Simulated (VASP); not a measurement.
# Ca3CdF8 (Cmmm) in VASP: single point with PBE

Aim: the single point of Ca3CdF8 with PBE.

All numbers are computed with VASP 6.6.1; they aren't measurements. Logs are shortened: lines on timing, memory, paths and dates and some standing lists are left out, and cuts for length are marked.

## (1) The cell of the first run

Symmetry: Cmmm, No. 65, orthorhombic system. Conventional cell: a = 7.679 Å, b = 10.854 Å, c = 3.835 Å, α = 90.00°, β = 90.00°, γ = 90.00°. Ca (site symmetry 2/m) has 8 F at 2.35 Å within 3.1 Å. Ca (site symmetry mmm) has 8 F at 2.35 to 2.36 Å within 3.1 Å. F (site symmetry m) has 1 Cd at 2.34 Å and 3 Ca at 2.35 to 2.36 Å and 6 F at 2.71 to 2.72 Å within 3.1 Å. Within 3.1 Å of F (site symmetry m2m) lie 2 Cd at 2.34 Å and 2 Ca at 2.35 Å and 6 F at 2.70 to 2.72 Å. F (site symmetry m2m) has 4 Ca at 2.35 Å and 6 F at 2.72 Å within 3.1 Å. Cd (site symmetry mmm) has 8 F at 2.34 Å within 3.1 Å.

## (2) Single point, PBE

File INCAR:

```
SYSTEM = Ca3CdF8
PREC = Accurate
ENCUT = 520
EDIFF = 1E-6
ISMEAR = -1
SIGMA = 0.02
LREAL = .False.
LASPH = .True.
NELM = 100
ALGO = Normal
ISIF = 2
LWAVE = .False.
LCHARG = .False.
GGA = PE
NBANDS = 61
```

File KPOINTS:

```
Automatic mesh
0
Gamma
  4 4 6
  0 0 0
```

File POSCAR:

```
Ca3CdF8
1.0
    3.8394895840     -5.4268061171      0.0000000000
    3.8394895840      5.4268061171      0.0000000000
    0.0000000000      0.0000000000      3.8351427833
Ca F Cd
3 8 1
Direct
    0.0000000000      0.5000000000      0.0000000000
    0.5000000000      0.5000000000      0.5000000000
    0.5000000000      0.0000000000      0.0000000000
    0.3738459558      0.1242917425      0.5000000000
    0.1242917425      0.3738459558      0.5000000000
    0.8756615817      0.1243384183      0.0000000000
    0.6253653429      0.3746346571      0.0000000000
    0.3746346571      0.6253653429      0.0000000000
    0.1243384183      0.8756615817      0.0000000000
    0.8757082575      0.6261540442      0.5000000000
    0.6261540442      0.8757082575      0.5000000000
    0.0000000000      0.0000000000      0.5000000000
```

Potentials or basis: VASP PAW PBE potentials, release 64 (Ca_sv, F, Cd).

On the command line:

```
$ cat potpaw_PBE.64/Ca_sv/POTCAR potpaw_PBE.64/F/POTCAR potpaw_PBE.64/Cd/POTCAR > POTCAR
$ mpirun -np 1 vasp_std > vasp.out
```

OUTCAR:

```text
SYSTEM = Ca3CdF8
   PREC = Accurate
   ENCUT = 520
   EDIFF = 1E-6
   ISMEAR = -1
   LREAL = .False.
   LASPH = .True.
   NELM = 100
   ISIF = 2
   GGA = PE

 ion  position               nearest neighbor table
   1  0.000  0.500  0.000-   7 2.35   8 2.35   5 2.35  10 2.35   5 2.35  10 2.35   9 2.35   6 2.35

   2  0.500  0.500  0.500-   7 2.35   8 2.35   7 2.35   8 2.35  10 2.36  11 2.36   4 2.36   5 2.36

   3  0.500  0.000  0.000-   7 2.35   8 2.35   4 2.35  11 2.35   4 2.35  11 2.35   9 2.35   6 2.35

   4  0.374  0.124  0.500-  12 2.34   3 2.35   3 2.35   2 2.36
   5  0.124  0.374  0.500-  12 2.34   1 2.35   1 2.35   2 2.36
   6  0.876  0.124  0.000-  12 2.34  12 2.34   1 2.35   3 2.35
   7  0.625  0.375  0.000-   1 2.35   3 2.35   2 2.35   2 2.35
   8  0.375  0.625  0.000-   1 2.35   3 2.35   2 2.35   2 2.35
   9  0.124  0.876  0.000-  12 2.34  12 2.34   1 2.35   3 2.35
  10  0.876  0.626  0.500-  12 2.34   1 2.35   1 2.35   2 2.36
  11  0.626  0.876  0.500-  12 2.34   3 2.35   3 2.35   2 2.36
  12  0.000  0.000  0.500-   4 2.34   5 2.34  10 2.34  11 2.34   6 2.34   9 2.34   6 2.34   9 2.34

  LATTYP: Found a base centered orthorhombic cell.
 ALAT       =     7.6789791680
 B/A-ratio  =     1.4134186324
 C/A-ratio  =     0.4994339351

  Lattice vectors:

 A1 = (   3.8394895840,  -5.4268061171,   0.0000000000)
 A2 = (   3.8394895840,   5.4268061171,   0.0000000000)
 A3 = (   0.0000000000,   0.0000000000,   3.8351427833)

Analysis of symmetry for initial positions (statically):
=====================================================================
 Subroutine PRICEL returns:
 Original cell was already a primitive cell.

 Routine SETGRP: Setting up the symmetry group for a
 base centered orthorhombic supercell.

 Subroutine GETGRP returns: Found  8 space group operations
 (whereof  8 operations were pure point group operations)
 out of a pool of  8 trial point group operations.

The static configuration has the point symmetry D_2h.

Analysis of symmetry for dynamics (positions and initial velocities):
=====================================================================
 Subroutine PRICEL returns:
 Original cell was already a primitive cell.

 Routine SETGRP: Setting up the symmetry group for a
 base centered orthorhombic supercell.

 Subroutine GETGRP returns: Found  8 space group operations
 (whereof  8 operations were pure point group operations)
 out of a pool of  8 trial point group operations.

The dynamic configuration has the point symmetry D_2h.

 Subroutine INISYM returns: Found  8 space group operations
 (whereof  8 operations are pure point group operations),
 and found     1 'primitive' translations

----------------------------------------------------------------------------------------

                                     Primitive cell

  volume of cell :     159.8193

  direct lattice vectors                    reciprocal lattice vectors
     3.839489584 -5.426806117  0.000000000     0.130225643 -0.092135225  0.000000000
     3.839489584  5.426806117  0.000000000     0.130225643  0.092135225  0.000000000
     0.000000000  0.000000000  3.835142783     0.000000000  0.000000000  0.260746485

  length of vectors
     6.647699218  6.647699218  3.835142783     0.159523095  0.159523095  0.260746485

  position of ions in fractional coordinates (direct lattice)
     1.000000000  0.500000000  0.000000000
     0.500000000  0.500000000  0.500000000
     0.500000000  1.000000000  0.000000000
     0.373845956  0.124291742  0.500000000
     0.124291742  0.373845956  0.500000000
     0.875661582  0.124338418  0.000000000
     0.625365343  0.374634657  0.000000000
     0.374634657  0.625365343  0.000000000
     0.124338418  0.875661582  0.000000000
     0.875708258  0.626154044  0.500000000
     0.626154044  0.875708258  0.500000000
     0.000000000  0.000000000  0.500000000

  ion indices of the primitive-cell ions
   primitive index   ion index
                 1           1
                 2           2
                 3           3
                 4           4
                 5           5
                 6           6
                 7           7
                 8           8
                 9           9
                10          10
                11          11
                12          12

----------------------------------------------------------------------------------------

 KPOINTS: Automatic mesh

Automatic generation of k-mesh.
 Grid dimensions read from file:
 generate k-points for:    4    4    6

 Generating k-lattice:

  Cartesian coordinates                     Fractional coordinates (reciprocal lattice)
     0.032556411 -0.023033806  0.000000000     0.250000000 -0.000000000  0.000000000
     0.032556411  0.023033806  0.000000000    -0.000000000  0.250000000  0.000000000
     0.000000000  0.000000000  0.043457747     0.000000000  0.000000000  0.166666667

  Length of vectors
     0.039880774  0.039880774  0.043457747

  Shift w.r.t. Gamma in fractional coordinates (k-lattice)
     0.000000000  0.000000000  0.000000000

 Subroutine IBZKPT returns following result:
 ===========================================

 Found     28 irreducible k-points:

 Following reciprocal coordinates:
            Coordinates               Weight
  0.000000  0.000000  0.000000      1.000000
  0.250000 -0.000000  0.000000      4.000000
  0.500000 -0.000000  0.000000      2.000000
  0.250000  0.250000  0.000000      2.000000
  0.500000  0.250000  0.000000      4.000000
 -0.250000  0.250000  0.000000      2.000000
[... 16 lines left out ...]
  0.250000 -0.000000  0.500000      4.000000
  0.500000 -0.000000  0.500000      2.000000
 [... further k-points ...]
   k-points           NKPTS =     28   k-points in BZ     NKDIM =     28   number of bands    NBANDS=     61
   number of dos      NEDOS =    301   number of ions     NIONS =     12
   total plane-waves  NPLWV =  75000
   dimension x,y,z NGX =    50 NGY =   50 NGZ =   30
   dimension x,y,z NGXF=   100 NGYF=  100 NGZF=   60
   ions per type =               3   8   1
   NGX,Y,Z   is equivalent  to a cutoff of  12.50, 12.50, 13.00 a.u.
   NGXF,Y,Z  is equivalent  to a cutoff of  25.01, 25.01, 26.01 a.u.
 SYSTEM =  Ca3CdF8
   PREC   = accura    normal or accurate (medium, high low for compatibility)
   ISTART =      0    job   : 0-new  1-cont  2-samecut
   ICHARG =      2    charge: 1-file 2-atom 10-const
   ISPIN  =      1    spin polarized calculation?
   LNONCOLLINEAR =      F non collinear calculations
   LSORBIT =      F    spin-orbit coupling
   LASPH  =      T    aspherical Exc in radial PAW
   ENCUT  =  520.0 eV  38.22 Ry    6.18 a.u.  12.36 12.36  7.13*2*pi/ulx,y,z
   NELM   =    100;   NELMIN=  2; NELMDL= -5     # of ELM steps
   EDIFF  = 0.1E-05   stopping-criterion for ELM
   LREAL  =      F    real-space projection
   EDIFFG = 0.1E-04   stopping-criterion for IOM
   NSW    =      0    number of steps for IOM
   IBRION =     -1    ionic relax: 0-MD 1-quasi-New 2-CG
   NFREE  =      0    steps in history (QN), initial steepest desc. (CG)
   ISIF   =      2    stress and relaxation
   ISYM   =      2    0-nonsym 1-usesym 2-fastsym
   POTIM  = 0.5000    time-step for ionic-motion
   TEBEG  =    0.0;   TEEND  =   0.0 temperature during run
   PSTRESS=    0.0 pullay stress
   NELECT =      98.0000    total number of electrons
   NUPDOWN=      -1.0000    fix difference up-down
   EMIN   =  10.00;   EMAX   =-10.00  energy-range for DOS
   EFERMI =   0.00;   METHOD = LEGACY
   ISMEAR =    -1;   SIGMA  =   0.02  broadening in eV -4-tet -1-fermi 0-gaus
   EFERMI_NEDOS =   21; number of points for ismear=-14 and -15
   IALGO  =     38    algorithm
   IMIX   =      4    mixing-type and parameters
     AMIX     =   0.40;   BMIX     =  1.00
     AMIX_MAG =   1.60;   BMIX_MAG =  1.00
  volume/ion in A,a.u.               =      13.32        89.88
  Fermi-wavevector in a.u.,A,eV,Ry     =   1.390829  2.628286 26.319183  1.934405
  Thomas-Fermi vector in A             =   2.514727
   LORBIT       =      0    0 simple, 1 ext, 2 COOP (PROOUT), +10 PAW based schemes
   GGA     = PE    functional components
   LHFCALC =     F    Hartree Fock is set to
   AEXX    =    0.0000 exact exchange contribution
   IVDW    =     0    specifies the selected vdW correction
   LEPSILON=     F    determine dielectric tensor
   LRPA    =     F    only Hartree local field effects (RPA)
 non-spin polarized calculation
  energy-cutoff  :      520.00
  volume of cell :      159.82
 maximum number of plane-waves:      4330
 NGX is ok and might be reduce to    50
   NGX = 25   NGY = 25   NGZ = 15

 number of electron      98.0000021 magnetization

 Free energy of the ion-electron system (eV)
  ---------------------------------------------------
  ext. energy  EPLUGINS =         0.00000000
  ---------------------------------------------------
  free energy    TOTEN  =       -62.80653894 eV

  energy without entropy =      -62.80653894  energy(sigma->0) =      -62.80653894

 E-fermi :  -0.5009     XC(G=0):  -9.8681

 val. band max:       -0.9412808370   @ k =   0.0000   0.0000   0.5000
 cond. band min:       4.3622014799   @ k =   0.0000   0.0000   0.0000
 fundamental gap:      5.3034823170
 Fermi energy:        -0.5009123831

 k-point     1 :       0.0000    0.0000    0.0000
  band No.  band energies     occupation
      1     -37.0496      2.00000
      2     -37.0035      2.00000
      3     -36.9991      2.00000
      4     -21.3707      2.00000
      5     -21.1765      2.00000
      6     -21.1142      2.00000
[... 53 lines left out ...]
     60       9.1358      0.00000
     61       9.1847      0.00000

 k-point     2 :       0.2500   -0.0000    0.0000
  band No.  band energies     occupation
      1     -37.0476      2.00000
      2     -37.0041      2.00000
      3     -37.0005      2.00000
      4     -21.3323      2.00000
      5     -21.2475      2.00000
      6     -21.1052      2.00000
[... 1406 lines left out ...]
      5     -21.2695      2.00000
      6     -21.1517      2.00000
[... 53 lines left out ...]
     60       9.1661      0.00000
     61       9.2785      0.00000

 [... further k-points ...]

------------------------ aborting loop because EDIFF is reached ----------------------------------------

  FORCE on cell =-STRESS in cart. coord.  units (eV):
  Direction    XX          YY          ZZ          XY          YZ          ZX
  --------------------------------------------------------------------------------------
  -------------------------------------------------------------------------------------
  Total        4.2610644      4.2484194      4.2486328     -0.0000000      0.0000000      0.0000000
  in kB       42.7168629     42.5900972     42.5922364     -0.0000000      0.0000000      0.0000000
  external PRESSURE =      42.6330655 kB  Pullay stress =       0.0000000 kB

 VOLUME and BASIS-vectors are now :
 -----------------------------------------------------------------------------
  energy-cutoff  :      520.00
  volume of cell :      159.82
      direct lattice vectors                 reciprocal lattice vectors
     3.839489584 -5.426806117  0.000000000     0.130225643 -0.092135225  0.000000000
     3.839489584  5.426806117  0.000000000     0.130225643  0.092135225  0.000000000
     0.000000000  0.000000000  3.835142783     0.000000000  0.000000000  0.260746485

 POSITION                                       TOTAL-FORCE (eV/Angst)
 -----------------------------------------------------------------------------------
      1.91974      2.71340      0.00000        -0.000000     -0.000000     -0.000000
      3.83949      0.00000      1.91757        -0.000000     -0.000000     -0.000000
      1.91974     -2.71340      0.00000        -0.000000     -0.000000     -0.000000
      1.91259     -1.35428      1.91757         0.073854     -0.053437      0.000000
      1.91259      1.35428      1.91757         0.073854      0.053437      0.000000
      3.83949     -4.07729      0.00000        -0.000000      0.103347      0.000000
      3.83949     -1.36067      0.00000        -0.000000     -0.002300     -0.000000
      3.83949      1.36067      0.00000        -0.000000      0.002300      0.000000
      3.83949      4.07729      0.00000        -0.000000     -0.103347      0.000000
      5.76638     -1.35428      1.91757        -0.073854     -0.053437     -0.000000
      5.76638      1.35428      1.91757        -0.073854      0.053437     -0.000000
      0.00000      0.00000      1.91757        -0.000000     -0.000000     -0.000000
 -----------------------------------------------------------------------------------
    total drift:                               -0.000000     -0.000000     -0.000000

  FREE ENERGIE OF THE ION-ELECTRON SYSTEM (eV)
  ---------------------------------------------------
  free  energy   TOTEN  =       -62.8065389391 eV

  energy  without entropy=      -62.8065389391  energy(sigma->0) =      -62.80653894
```

Wall time 10 min (1 thread of AMD EPYC, shared host); peak memory 0.36 GiB.

What came out:

* Free energy: -62.8065 eV
* Pressure: 4.3 GPa
* Largest force: 0.103 eV/Å
* Band gap on the k mesh: 5.30 eV (least direct gap 5.36 eV)

Forces in eV/Å, atoms in the order of the input:
```
Ca   0.000  0.000  0.000
Ca   0.000  0.000  0.000
Ca   0.000  0.000  0.000
F    0.074 -0.053  0.000
F    0.074  0.053  0.000
F    0.000  0.103  0.000
F    0.000 -0.002  0.000
F    0.000  0.002  0.000
F    0.000 -0.103  0.000
F   -0.074 -0.053  0.000
F   -0.074  0.053  0.000
Cd   0.000  0.000  0.000
```

Levels at points of the mesh, in eV from the valence-band top:
```csv
k point,band 45,band 46,band 47,band 48,band 49,band 50,band 51,band 52,band 53,band 54
"(0.00, 0.00, 0.00)",-0.47,-0.47,-0.24,-0.18,-0.05,5.30,8.22,9.14,9.14,9.28
"(0.50, 0.00, 0.00)",-0.65,-0.62,-0.38,-0.23,-0.09,5.99,8.15,8.42,8.78,9.17
"(0.50, 0.50, 0.00)",-0.52,-0.46,-0.42,-0.06,-0.04,6.19,8.20,8.56,8.72,9.18
"(0.00, 0.00, 0.50)",-0.45,-0.29,-0.26,-0.19,0.00,7.39,8.34,8.54,8.72,9.24
"(0.50, 0.00, 0.50)",-0.59,-0.56,-0.36,-0.14,-0.10,7.50,8.40,8.41,8.71,9.22
"(0.50, 0.50, 0.50)",-0.32,-0.21,-0.19,-0.17,-0.03,7.27,8.36,8.39,9.31,9.33
```

Caveat: the cell stands under pressure. A k mesh can miss the band edges.
